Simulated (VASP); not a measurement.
# MoS2 (R3m) in VASP: a series of runs, part 2 of 2

VASP 6.6.1. The steps go on from the part before.

### Step 5. Single point, PBEsol (volume scaled by 0.99)

The input, INCAR:

```
PREC = Accurate
ENCUT = 520
EDIFF = 1E-6
ISMEAR = -1
SIGMA = 0.05
LREAL = False
LASPH = True
NELM = 60
ALGO = Normal
ISIF = 2
LWAVE = False
LCHARG = False
GGA = PS
NBANDS = 20
```

The input, KPOINTS:

```
Automatic mesh
0
Gamma
  13 13 13
```

The input, POSCAR:

```
MoS2
1.0
    1.5762110184      0.9100258558      6.1028504825
   -1.5762110184      0.9100258558      6.1028504825
    0.0000000000     -1.8200517116      6.1028504825
Mo S
1 2
Direct
    0.0000000000      0.0000000000      0.0000000000
    0.7484000000      0.7484000000      0.7484000000
    0.5849000000      0.5849000000      0.5849000000
```

Potentials or basis: VASP PAW PBE potentials, release 64 (Mo_sv, S).

Run with:

```console
cat potpaw_PBE.64/Mo_sv/POTCAR potpaw_PBE.64/S/POTCAR > POTCAR
mpirun -np 1 vasp_std > vasp.out
```

OUTCAR:

```text
PREC = Accurate
   ENCUT = 520
   EDIFF = 1E-6
   ISMEAR = -1
   LREAL = False
   LASPH = True
   NELM = 60
   ISIF = 2
   GGA = PS

 ion  position               nearest neighbor table
   1  0.000  0.000  0.000-   2 2.36   2 2.36   2 2.36   3 2.36   3 2.36   3 2.36
   2  0.748  0.748  0.748-   1 2.36   1 2.36   1 2.36
   3  0.585  0.585  0.585-   1 2.36   1 2.36   1 2.36

  LATTYP: Found a trigonal (rhomboedric) cell.
 ALAT       =     6.3684670247
 COS(alpha) =     0.8774851014

  Lattice vectors:

 A1 = (   1.5762110184,   0.9100258558,   6.1028504825)
 A2 = (  -1.5762110184,   0.9100258558,   6.1028504825)
 A3 = (   0.0000000000,  -1.8200517116,   6.1028504825)

Analysis of symmetry for initial positions (statically):
=====================================================================
 Subroutine PRICEL returns:
 Original cell was already a primitive cell.

 Routine SETGRP: Setting up the symmetry group for a
 trigonal (rhombohedral) supercell.

 Subroutine GETGRP returns: Found  6 space group operations
 (whereof  6 operations were pure point group operations)
 out of a pool of 12 trial point group operations.

The static configuration has the point symmetry C_3v.

Analysis of symmetry for dynamics (positions and initial velocities):
=====================================================================
 Subroutine PRICEL returns:
 Original cell was already a primitive cell.

 Routine SETGRP: Setting up the symmetry group for a
 trigonal (rhombohedral) supercell.

 Subroutine GETGRP returns: Found  6 space group operations
 (whereof  6 operations were pure point group operations)
 out of a pool of 12 trial point group operations.

The dynamic configuration has the point symmetry C_3v.

 Subroutine INISYM returns: Found  6 space group operations
 (whereof  6 operations are pure point group operations),
 and found     1 'primitive' translations

----------------------------------------------------------------------------------------

                                     Primitive cell

  volume of cell :      52.5233

  direct lattice vectors                    reciprocal lattice vectors
     1.576211018  0.910025856  6.102850483     0.317216410  0.183144979  0.054619286
    -1.576211018  0.910025856  6.102850483    -0.317216410  0.183144979  0.054619286
     0.000000000 -1.820051712  6.102850483     0.000000000 -0.366289959  0.054619286

  length of vectors
     6.368467025  6.368467025  6.368467025     0.370339844  0.370339844  0.370339844

  position of ions in fractional coordinates (direct lattice)
     0.000000000  0.000000000  0.000000000
     0.748400000  0.748400000  0.748400000
     0.584900000  0.584900000  0.584900000

  ion indices of the primitive-cell ions
   primitive index   ion index
                 1           1
                 2           2
                 3           3

----------------------------------------------------------------------------------------

 KPOINTS: Automatic mesh

Automatic generation of k-mesh.
 Grid dimensions read from file:
 generate k-points for:   13   13   13

 Generating k-lattice:

  Cartesian coordinates                     Fractional coordinates (reciprocal lattice)
     0.024401262  0.014088075  0.004201484     0.076923077  0.000000000  0.000000000
    -0.024401262  0.014088075  0.004201484     0.000000000  0.076923077  0.000000000
     0.000000000 -0.028176151  0.004201484     0.000000000  0.000000000  0.076923077

  Length of vectors
     0.028487680  0.028487680  0.028487680

  Shift w.r.t. Gamma in fractional coordinates (k-lattice)
     0.000000000  0.000000000  0.000000000

 Subroutine IBZKPT returns following result:
 ===========================================

 Found    231 irreducible k-points:

 Following reciprocal coordinates:
            Coordinates               Weight
  0.000000  0.000000  0.000000      1.000000
  0.076923  0.000000  0.000000      6.000000
  0.153846 -0.000000  0.000000      6.000000
  0.230769  0.000000  0.000000      6.000000
  0.307692 -0.000000  0.000000      6.000000
  0.384615  0.000000  0.000000      6.000000
[... 16 lines left out ...]
  0.384615  0.153846 -0.000000     12.000000
  0.461538  0.153846  0.000000     12.000000
 [... further k-points ...]
   k-points           NKPTS =    231   k-points in BZ     NKDIM =    231   number of bands    NBANDS=     20
   number of dos      NEDOS =    301   number of ions     NIONS =      3
   total plane-waves  NPLWV = 110592
   dimension x,y,z NGX =    48 NGY =   48 NGZ =   48
   dimension x,y,z NGXF=    96 NGYF=   96 NGZF=   96
   ions per type =               1   2
   NGX,Y,Z   is equivalent  to a cutoff of  12.53, 12.53, 12.53 a.u.
   NGXF,Y,Z  is equivalent  to a cutoff of  25.06, 25.06, 25.06 a.u.
 SYSTEM =  unknown system
   PREC   = accura    normal or accurate (medium, high low for compatibility)
   ISTART =      0    job   : 0-new  1-cont  2-samecut
   ICHARG =      2    charge: 1-file 2-atom 10-const
   ISPIN  =      1    spin polarized calculation?
   LNONCOLLINEAR =      F non collinear calculations
   LSORBIT =      F    spin-orbit coupling
   LASPH  =      T    aspherical Exc in radial PAW
   ENCUT  =  520.0 eV  38.22 Ry    6.18 a.u.  11.84 11.84 11.84*2*pi/ulx,y,z
   NELM   =     60;   NELMIN=  2; NELMDL= -5     # of ELM steps
   EDIFF  = 0.1E-05   stopping-criterion for ELM
   LREAL  =      F    real-space projection
   EDIFFG = 0.1E-04   stopping-criterion for IOM
   NSW    =      0    number of steps for IOM
   IBRION =     -1    ionic relax: 0-MD 1-quasi-New 2-CG
   NFREE  =      0    steps in history (QN), initial steepest desc. (CG)
   ISIF   =      2    stress and relaxation
   ISYM   =      2    0-nonsym 1-usesym 2-fastsym
   POTIM  = 0.5000    time-step for ionic-motion
   TEBEG  =    0.0;   TEEND  =   0.0 temperature during run
   PSTRESS=    0.0 pullay stress
   NELECT =      26.0000    total number of electrons
   NUPDOWN=      -1.0000    fix difference up-down
   EMIN   =  10.00;   EMAX   =-10.00  energy-range for DOS
   EFERMI =   0.00;   METHOD = LEGACY
   ISMEAR =    -1;   SIGMA  =   0.05  broadening in eV -4-tet -1-fermi 0-gaus
   EFERMI_NEDOS =   21; number of points for ismear=-14 and -15
   IALGO  =     38    algorithm
   IMIX   =      4    mixing-type and parameters
     AMIX     =   0.40;   BMIX     =  1.00
     AMIX_MAG =   1.60;   BMIX_MAG =  1.00
  volume/ion in A,a.u.               =      17.51       118.15
  Fermi-wavevector in a.u.,A,eV,Ry     =   1.295036  2.447264 22.818588  1.677119
  Thomas-Fermi vector in A             =   2.426581
   LORBIT       =      0    0 simple, 1 ext, 2 COOP (PROOUT), +10 PAW based schemes
   GGA     = PS    functional components
   LHFCALC =     F    Hartree Fock is set to
   AEXX    =    0.0000 exact exchange contribution
   IVDW    =     0    specifies the selected vdW correction
   LEPSILON=     F    determine dielectric tensor
   LRPA    =     F    only Hartree local field effects (RPA)
 non-spin polarized calculation
  energy-cutoff  :      520.00
  volume of cell :       52.52
 maximum number of plane-waves:      1430
   NGX = 23   NGY = 23   NGZ = 23

 number of electron      26.0000002 magnetization

 Free energy of the ion-electron system (eV)
  ---------------------------------------------------
  ext. energy  EPLUGINS =         0.00000000
  ---------------------------------------------------
  free energy    TOTEN  =       -23.38016698 eV

  energy without entropy =      -23.38016009  energy(sigma->0) =      -23.38016354

 E-fermi :   8.1738     XC(G=0): -11.0249

 val. band max:        7.8779366715   @ k =   0.4615   0.4615   0.4615
 cond. band min:       8.6195936602   @ k =  -0.3077   0.3077   0.0000
 fundamental gap:      0.7416569887
 Fermi energy:         8.1738026888

 k-point     1 :       0.0000    0.0000    0.0000
  band No.  band energies     occupation
      1     -53.7239      2.00000
      2     -27.9490      2.00000
      3     -27.7131      2.00000
      4     -27.7131      2.00000
      5      -7.5597      2.00000
      6      -5.6616      2.00000
[... 12 lines left out ...]
     19      15.8582      0.00000
     20      16.0408      0.00000

 k-point     2 :       0.0769    0.0000    0.0000
  band No.  band energies     occupation
      1     -53.7213      2.00000
      2     -27.9438      2.00000
      3     -27.7389      2.00000
      4     -27.7189      2.00000
      5      -7.4637      2.00000
      6      -5.6374      2.00000
[... 498 lines left out ...]
 k-point    24 :       0.4615    0.1538    0.0000
  band No.  band energies     occupation
      1     -53.6818      2.00000
      2     -28.0807      2.00000
      3     -27.8639      2.00000
      4     -27.8520      2.00000
      5      -5.6547      2.00000
      6      -5.1972      2.00000
[... 12 lines left out ...]
     19      15.6876      0.00000
     20      16.2878      0.00000

 [... further k-points ...]
[... 5 lines left out ...]
  --------------------------------------------------------------------------------------
  -------------------------------------------------------------------------------------
  Total        1.0851166      1.0851166      3.6673589      0.0000000      0.0000000      0.0000000
  in kB       33.1005278     33.1005278    111.8695574      0.0000000      0.0000000      0.0000000
  external PRESSURE =      59.3568710 kB  Pullay stress =       0.0000000 kB

 VOLUME and BASIS-vectors are now :
 -----------------------------------------------------------------------------
  energy-cutoff  :      520.00
  volume of cell :       52.52
      direct lattice vectors                 reciprocal lattice vectors
     1.576211018  0.910025856  6.102850483     0.317216410  0.183144979  0.054619286
    -1.576211018  0.910025856  6.102850483    -0.317216410  0.183144979  0.054619286
     0.000000000 -1.820051712  6.102850483     0.000000000 -0.366289959  0.054619286

 POSITION                                       TOTAL-FORCE (eV/Angst)
 -----------------------------------------------------------------------------------
      0.00000      0.00000      0.00000         0.000000     -0.000000     -0.003467
      0.00000      0.00000     13.70212         0.000000      0.000000      1.202231
      0.00000      0.00000     10.70867         0.000000     -0.000000     -1.198764
 -----------------------------------------------------------------------------------
    total drift:                                0.000000     -0.000000     -0.000096

  FREE ENERGIE OF THE ION-ELECTRON SYSTEM (eV)
  ---------------------------------------------------
  free  energy   TOTEN  =       -23.3801669820 eV

  energy  without entropy=      -23.3801600937  energy(sigma->0) =      -23.38016354
```

OSZICAR:

```text
N       E                     dE             d eps       ncg     rms          rms(c)
DAV:   1     0.183464025993E+03    0.18346E+03   -0.13533E+04  9256   0.123E+03
DAV:   2    -0.173253950131E+02   -0.20079E+03   -0.19537E+03 11176   0.318E+02
DAV:   3    -0.247043182732E+02   -0.73789E+01   -0.73095E+01 11528   0.572E+01
DAV:   4    -0.247874661686E+02   -0.83148E-01   -0.83105E-01 11324   0.643E+00
DAV:   5    -0.247886736571E+02   -0.12075E-02   -0.12074E-02 11560   0.763E-01    0.282E+01
DAV:   6    -0.236690250145E+02    0.11196E+01   -0.86056E+00  9832   0.186E+01    0.939E+00
DAV:   7    -0.234768895493E+02    0.19214E+00   -0.28252E+00  9524   0.101E+01    0.647E+00
DAV:   8    -0.233810757560E+02    0.95814E-01   -0.46488E-01 10404   0.430E+00    0.169E+00
DAV:   9    -0.233810660225E+02    0.97336E-05   -0.17336E-02 11096   0.826E-01    0.614E-01
DAV:  10    -0.233801526579E+02    0.91336E-03   -0.59935E-03 10344   0.526E-01    0.958E-02
DAV:  11    -0.233801827225E+02   -0.30065E-04   -0.60075E-04 10732   0.172E-01    0.869E-02
DAV:  12    -0.233801593625E+02    0.23360E-04   -0.84445E-05 10924   0.572E-02    0.223E-02
DAV:  13    -0.233801669708E+02   -0.76082E-05   -0.94330E-06  9984   0.186E-02    0.263E-03
DAV:  14    -0.233801669820E+02   -0.11220E-07   -0.72228E-07  7208   0.498E-03
   1 F= -.23380167E+02 E0= -.23380164E+02  d E =-.688831E-05
```

Wall time 15 min (1 thread of AMD EPYC 7R13 (Zen 3), shared host); peak memory 0.44 GiB.

What came out:

```
Free energy            : -23.3802 eV
Pressure               : 5.9 GPa
Largest force          : 1.202 eV/Å
Band gap on the k mesh : 0.74 eV, indirect (least direct gap 1.84 eV)
```

Forces on the atoms (eV/Å):
```
Mo   0.000  0.000 -0.003
S    0.000  0.000  1.202
S    0.000  0.000 -1.199
```

Levels at points of the mesh, in eV from the valence-band top:
```
           k point  band 9  band 10  band 11  band 12  band 13  band 14  band 15  band 16  band 17  band 18
(0.00, 0.00, 0.00)   -3.92    -2.69    -2.69    -1.33    -1.23     1.92     1.92     2.47     2.47     5.22
```

Caveat: the PAW data sets were made with another functional, which shifts forces and pressure a little. A k mesh can miss the band edges.

### Step 6. The runs side by side

| cell | gap on the mesh (eV) | pressure (GPa) | largest force (eV/Å) |
| --- | --- | --- | --- |
| a = 6.259 Å, angles 28.7°, 3 atoms | 0.73 | 16.1 | 2.27 |
| a = 6.303 Å, angles 28.7°, 3 atoms | 0.74 | 11.7 | 1.82 |
| a = 6.347 Å, angles 28.7°, 3 atoms | 0.74 | 7.8 | 1.40 |
| a = 6.368 Å, angles 28.7°, 3 atoms | 0.74 | 5.9 | 1.20 |

Alike in all rows: task single point; level PBEsol; potentials or basis VASP PAW PBE potentials, release 64 (Mo_sv, S); no spin polarisation; k mesh 13 × 13 × 13; cutoff (eV) 520; smearing fermi-dirac 0.05 eV.

Caveats: the PAW data sets were made with another functional, which shifts forces and pressure a little.

Total energies depend on the potentials used, so only differences within one code and one set of settings carry meaning.
